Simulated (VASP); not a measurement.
Here is a VASP 6.6.1 calculation.

File INCAR:

```
PREC     = Accurate       # precision mode
ENCUT    = 520            # plane-wave cutoff, eV
EDIFF    = 1E-6           # SCF threshold, eV
ISMEAR   = -1             # smearing method
SIGMA    = 0.05           # smearing width, eV
LREAL    = False          # projectors in reciprocal space
LASPH    = True           # aspherical terms in the spheres
NELM     = 150            # most SCF steps
ALGO     = Normal         # electronic algorithm
ISIF     = 2              # what is computed and relaxed
LWAVE    = False          # write WAVECAR
LCHARG   = True           # write CHGCAR
ISPIN    = 2              # spin polarisation
MAGMOM   = 3 0            # initial moments
LORBIT   = 11             # projections on sites
LMAXMIX  = 4              # l up to which the mixer works
GGA      = PS             # functional
LELF     = True           # ELF
LVHAR    = True         
NBANDS   = 16             # bands
```

Contents of KPOINTS:

```
Automatic mesh
0
Gamma
  9 9 9
```

The input POSCAR:

```
AlFe
1.0
    2.8706708545      0.0000000000      0.0000000000
    0.0000000000      2.8706708545      0.0000000000
    0.0000000000      0.0000000000      2.8706708545
Fe Al
1 1
Direct
    0.5000000000      0.5000000000      0.5000000000
    0.0000000000      0.0000000000      0.0000000000
```

Potentials or basis: VASP PAW PBE potentials, release 64 (Fe, Al).

Run with:

```console
$ cat potpaw_PBE.64/Fe/POTCAR potpaw_PBE.64/Al/POTCAR > POTCAR
$ mpirun -np 1 vasp_std > vasp.out
```

Task: Estimate the pressure.

Result: -4.8 GPa.

Task: Estimate the net moment.

Result: 0.62 μB per cell.

Caveat: the PAW data sets were made with another functional, which shifts forces and pressure a little.
